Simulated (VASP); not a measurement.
Ge:

```xyz
2
Lattice="0.0000 2.8369 2.8369 2.8633 0.0000 2.8369 2.8633 2.8369 0.0000" Properties=species:S:1:pos:R:3 pbc="T T T"
Ge    0.0000    0.0000    0.0000
Ge    1.4316    1.4184    1.4184
```

This cell differs from its parent crystal: uniaxial x strain +0.9%.

Base run:

```yaml
Program: VASP 6.6.1
Functional: PBE
Potentials_or_basis: VASP PAW PBE potentials, release 64 (Ge_d)
Cutoff: 520 eV
k_mesh: 8 × 8 × 8
Occupations: fermi-dirac, width 0.02 eV
Spin: no spin polarisation
```

Its results: band gap on the k mesh zero (filled and empty bands touch); pressure 2.3 GPa.

Question: The run is repeated on the same cell with these changes: functional from PBE to r2SCAN; further incar settings from ALGO = Normal; EDIFF = 1e-07; NBANDS = 21 to ALGO = Normal; EDIFF = 1e-06; NBANDS = 21. What comes out?

Answer: Band gap on the k mesh 0.21 eV, direct; pressure -0.6 GPa.

Caveats: the PAW data sets were made with another functional, which shifts forces and pressure a little (some runs).

A k mesh can miss the band edges.
